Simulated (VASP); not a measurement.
Write the native input for VASP 6.6.1 that does the following.

| Property | Result |
| --- | --- |
| Task | single point |
| Functional | PBEsol |
| Potentials or basis | VASP PAW PBE potentials, release 64 (Ba_sv) |
| Cutoff | 520 eV |
| k mesh | 16 × 16 × 10 |
| Occupations | gaussian, width 0.15 eV |
| Spin | no spin polarisation |
| Dipole correction | no |
| Further INCAR settings | ALGO = Fast; EDIFF = 1e-07; NBANDS = 11 |

The structure of Ba lies in POSCAR:

```
Ba
1.0
    1.7912889394     -3.3443501938      0.0000000000
    1.7912889394      3.3443501938      0.0000000000
    0.0000000000      0.0000000000      6.7894890236
Ba
1
Direct
    0.0000000000      0.0000000000      0.0000000000
```

This cell differs from its parent crystal: ratio of the length along z to the lengths across it x 1.3, volume and fractional coordinates fixed.

These files were run (other wordings do the same):

INCAR

```
ALGO = Fast
EDIFF = 1E-7
ENCUT = 520
GGA = PS
ISIF = 2
ISMEAR = 0
LASPH = True
LCHARG = False
LREAL = False
LWAVE = False
NBANDS = 11
NELM = 100
PREC = Accurate
SIGMA = 0.15
```

KPOINTS

```
k-points
0
Gamma
  16 16 10
```

Potentials or basis: VASP PAW PBE potentials, release 64 (Ba_sv).

The run is started by

```bash
$ cat potpaw_PBE.64/Ba_sv/POTCAR > POTCAR
$ mpirun -np 1 vasp_std > vasp.out
```

Results of the run:

The pressure is 1.7 GPa. The band gap on the k mesh is zero (bands 5 and 6 overlap by 1.13 eV).

Caveat: the PAW data sets were made with another functional, which shifts forces and pressure a little; spin-orbit coupling is left out, which moves the levels of the heavy elements.

It took 2.7 min on 1 thread of Intel(R) Xeon(R) 6975P-C (Granite Rapids), on a shared host, peak memory 0.5 GiB.
